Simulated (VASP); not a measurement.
# Se (P3_121) in VASP: single point with PBE

Aim: the single point of Se with PBE.

All numbers are computed with VASP 6.6.1; they aren't measurements. Logs are shortened: lines on timing, memory, paths and dates and some standing lists are left out, and cuts for length are marked.

### Step 1. The cell of the first run

Symmetry: P3_121, No. 152, trigonal system. The conventional cell has a = 4.476 Å, b = 4.476 Å, c = 5.078 Å, α = 90.00°, β = 90.00°, γ = 120.00°. Se (site symmetry 2) has 2 Se at 2.41 Å within 3.2 Å.

### Step 2. Single point, PBE

Input file INCAR:

```
ALGO = Normal ; EDIFF = 1E-6
ENCUT = 520 ; GGA = PE
ISIF = 2 ; ISMEAR = -1
LASPH = T ; LCHARG = T
LELF = T ; LREAL = F
LVHAR = T ; LWAVE = F
NBANDS = 16 ; NELM = 60
PREC = Accurate ; SIGMA = 0.02
```

Input file KPOINTS:

```
k-points
0
Gamma
  12 12 10
```

Input file POSCAR:

```
Se
1.0
    4.4762756230      0.0000000000      0.0000000000
   -2.2381378115      3.8765684039      0.0000000000
    0.0000000000      0.0000000000      5.0784844763
Se
3
Direct
    0.2204042328      0.0000000000      0.3333333333
    0.0000000000      0.2204042328      0.6666666667
    0.7795957672      0.7795957672      0.0000000000
```

Potentials or basis: VASP PAW PBE potentials, release 64 (Se).

On the command line:

```bash
> cat potpaw_PBE.64/Se/POTCAR > POTCAR
> mpirun -np 1 vasp_std > vasp.out
```

OUTCAR:

```text
EDIFF = 1E-6
   ENCUT = 520
   GGA = PE
   ISIF = 2
   ISMEAR = -1
   LASPH = T
   LREAL = F
   NELM = 60
   PREC = Accurate

 ion  position               nearest neighbor table
   1  0.220  0.000  0.333-   3 2.41   2 2.41
   2  0.000  0.220  0.667-   3 2.41   1 2.41
   3  0.780  0.780  0.000-   1 2.41   2 2.41

  LATTYP: Found a hexagonal cell.
 ALAT       =     4.4762756230
 C/A-ratio  =     1.1345334613

  Lattice vectors:

 A1 = (   4.4762756230,   0.0000000000,   0.0000000000)
 A2 = (  -2.2381378115,   3.8765684039,   0.0000000000)
 A3 = (   0.0000000000,   0.0000000000,   5.0784844763)

Analysis of symmetry for initial positions (statically):
=====================================================================
 Subroutine PRICEL returns:
 Original cell was already a primitive cell.

 Routine SETGRP: Setting up the symmetry group for a
 hexagonal supercell.

 Subroutine GETGRP returns: Found  6 space group operations
 (whereof  2 operations were pure point group operations)
 out of a pool of 24 trial point group operations.

The static configuration has the point symmetry C_2 .
 The point group associated with its full space group is D_3 .

Analysis of symmetry for dynamics (positions and initial velocities):
=====================================================================
 Subroutine PRICEL returns:
 Original cell was already a primitive cell.

 Routine SETGRP: Setting up the symmetry group for a
 hexagonal supercell.

 Subroutine GETGRP returns: Found  6 space group operations
 (whereof  2 operations were pure point group operations)
 out of a pool of 24 trial point group operations.

The dynamic configuration has the point symmetry C_2 .
 The point group associated with its full space group is D_3 .

 Subroutine INISYM returns: Found  6 space group operations
 (whereof  2 operations are pure point group operations),
 and found     1 'primitive' translations

----------------------------------------------------------------------------------------

                                     Primitive cell

  volume of cell :      88.1249
[... 51 lines left out ...]
  0.250000 -0.000000  0.000000      6.000000
  0.333333  0.000000  0.000000      6.000000
  0.416667  0.000000  0.000000      6.000000
[... 16 lines left out ...]
  0.166667  0.000000  0.100000      6.000000
  0.000000  0.166667  0.100000      6.000000
 [... further k-points ...]
   k-points           NKPTS =    162   k-points in BZ     NKDIM =    162   number of bands    NBANDS=     16
   number of dos      NEDOS =    301   number of ions     NIONS =      3
   total plane-waves  NPLWV =  51840
   dimension x,y,z NGX =    36 NGY =   36 NGZ =   40
   dimension x,y,z NGXF=    72 NGYF=   72 NGZF=   80
   ions per type =               3
   NGX,Y,Z   is equivalent  to a cutoff of  13.37, 13.37, 13.09 a.u.
   NGXF,Y,Z  is equivalent  to a cutoff of  26.74, 26.74, 26.19 a.u.
 SYSTEM =  unknown system
   PREC   = accura    normal or accurate (medium, high low for compatibility)
   ISTART =      0    job   : 0-new  1-cont  2-samecut
   ICHARG =      2    charge: 1-file 2-atom 10-const
   ISPIN  =      1    spin polarized calculation?
   LNONCOLLINEAR =      F non collinear calculations
   LSORBIT =      F    spin-orbit coupling
   LASPH  =      T    aspherical Exc in radial PAW
   ENCUT  =  520.0 eV  38.22 Ry    6.18 a.u.   8.32  8.32  9.44*2*pi/ulx,y,z
   NELM   =     60;   NELMIN=  2; NELMDL= -5     # of ELM steps
   EDIFF  = 0.1E-05   stopping-criterion for ELM
   LREAL  =      F    real-space projection
[... 7 lines left out ...]
   TEBEG  =    0.0;   TEEND  =   0.0 temperature during run
   PSTRESS=    0.0 pullay stress
   NELECT =      18.0000    total number of electrons
   NUPDOWN=      -1.0000    fix difference up-down
   EMIN   =  10.00;   EMAX   =-10.00  energy-range for DOS
   EFERMI =   0.00;   METHOD = LEGACY
   ISMEAR =    -1;   SIGMA  =   0.02  broadening in eV -4-tet -1-fermi 0-gaus
   EFERMI_NEDOS =   21; number of points for ismear=-14 and -15
   IALGO  =     38    algorithm
   IMIX   =      4    mixing-type and parameters
     AMIX     =   0.40;   BMIX     =  1.00
     AMIX_MAG =   1.60;   BMIX_MAG =  1.00
  volume/ion in A,a.u.               =      29.37       198.23
  Fermi-wavevector in a.u.,A,eV,Ry     =   0.964124  1.821930 12.647091  0.929535
  Thomas-Fermi vector in A             =   2.093728
   LORBIT       =      0    0 simple, 1 ext, 2 COOP (PROOUT), +10 PAW based schemes
   GGA     = PE    functional components
[... 5 lines left out ...]
 non-spin polarized calculation
  energy-cutoff  :      520.00
  volume of cell :       88.12
 maximum number of plane-waves:      2403
 NGX is ok and might be reduce to    36
   NGX = 17   NGY = 17   NGZ = 19

 number of electron      17.9999999 magnetization

 Free energy of the ion-electron system (eV)
  ---------------------------------------------------
  ext. energy  EPLUGINS =         0.00000000
  ---------------------------------------------------
  free energy    TOTEN  =       -10.51008000 eV

  energy without entropy =      -10.51008000  energy(sigma->0) =      -10.51008000

 E-fermi :   2.3197     XC(G=0):  -8.5001

 val. band max:        1.9420357223   @ k =   0.5000  -0.0000   0.5000
 cond. band min:       2.8743542338   @ k =   0.3333   0.3333   0.5000
 fundamental gap:      0.9323185115
 Fermi energy:         2.3196945872

 k-point     1 :       0.0000    0.0000    0.0000
  band No.  band energies     occupation
      1     -13.4408      2.00000
      2      -9.6353      2.00000
      3      -9.6353      2.00000
      4      -1.7488      2.00000
      5      -1.7488      2.00000
      6      -1.4645      2.00000
[... 433 lines left out ...]
      3      -9.1067      2.00000
      4      -2.2036      2.00000
      5      -2.1768      2.00000
      6      -1.2684      2.00000
[... 8 lines left out ...]
     15       9.2159      0.00000
     16      10.4429      0.00000

 [... further k-points ...]
[... 5 lines left out ...]
  --------------------------------------------------------------------------------------
  -------------------------------------------------------------------------------------
  Total        0.0777557      0.0777557     -0.0750146     -0.0000000     -0.0000000      0.0000000
  in kB        1.4136586      1.4136586     -1.3638237     -0.0000000     -0.0000000      0.0000000
  external PRESSURE =       0.4878312 kB  Pullay stress =       0.0000000 kB

 VOLUME and BASIS-vectors are now :
 -----------------------------------------------------------------------------
  energy-cutoff  :      520.00
  volume of cell :       88.12
      direct lattice vectors                 reciprocal lattice vectors
     4.476275623  0.000000000  0.000000000     0.223400006  0.128980053  0.000000000
    -2.238137812  3.876568404  0.000000000     0.000000000  0.257960107  0.000000000
     0.000000000  0.000000000  5.078484476     0.000000000  0.000000000  0.196909138

 POSITION                                       TOTAL-FORCE (eV/Angst)
 -----------------------------------------------------------------------------------
      0.98659      0.00000      1.69283         0.029931      0.000000      0.000000
     -0.49330      0.85441      3.38566        -0.014966      0.025921     -0.000000
      1.74484      3.02216      0.00000        -0.014966     -0.025921      0.000000
 -----------------------------------------------------------------------------------
    total drift:                                0.000000      0.000000     -0.000000

  FREE ENERGIE OF THE ION-ELECTRON SYSTEM (eV)
  ---------------------------------------------------
  free  energy   TOTEN  =       -10.5100800011 eV

  energy  without entropy=      -10.5100800011  energy(sigma->0) =      -10.51008000
```

OSZICAR:

```text
N       E                     dE             d eps       ncg     rms          rms(c)
DAV:   1     0.824709980870E+02    0.82471E+02   -0.70536E+03  5184   0.922E+02
DAV:   2    -0.508948846583E+01   -0.87560E+02   -0.83244E+02  6944   0.153E+02
DAV:   3    -0.105540496307E+02   -0.54646E+01   -0.54471E+01  6464   0.437E+01
DAV:   4    -0.105944688932E+02   -0.40419E-01   -0.40413E-01  6840   0.446E+00
DAV:   5    -0.105947720321E+02   -0.30314E-03   -0.30314E-03  6648   0.381E-01    0.645E+00
DAV:   6    -0.105320484775E+02    0.62724E-01   -0.37415E-02  6288   0.121E+00    0.399E+00
DAV:   7    -0.105105416994E+02    0.21507E-01   -0.76336E-02  6256   0.169E+00    0.201E-01
DAV:   8    -0.105099051843E+02    0.63652E-03   -0.93930E-03  5728   0.582E-01    0.990E-02
DAV:   9    -0.105100329638E+02   -0.12778E-03   -0.29171E-04  7312   0.112E-01    0.322E-02
DAV:  10    -0.105100768126E+02   -0.43849E-04   -0.59049E-05  6072   0.509E-02    0.795E-03
DAV:  11    -0.105100801552E+02   -0.33426E-05   -0.92947E-06  7064   0.178E-02    0.392E-03
DAV:  12    -0.105100800011E+02    0.15409E-06   -0.19215E-06  5000   0.882E-03
   1 F= -.10510080E+02 E0= -.10510080E+02  d E =-.285443E-10
```

It took 2.6 min on 1 thread of Intel Xeon Platinum 8488C (Sapphire Rapids), shared host; peak memory 0.33 GiB.

What came out:

```
Free energy            : -10.5101 eV
Pressure               : 0.0 GPa
Largest force          : 0.030 eV/Å
Band gap on the k mesh : 0.93 eV, indirect (least direct gap 1.12 eV)
```

Forces on the atoms (eV/Å):
```
Se   0.030  0.000  0.000
Se  -0.015  0.026  0.000
Se  -0.015 -0.026  0.000
```

Stress tensor (GPa, compression positive):
```
 0.14  0.00  0.00
 0.00  0.14  0.00
 0.00  0.00 -0.14
```

A k mesh can miss the band edges.
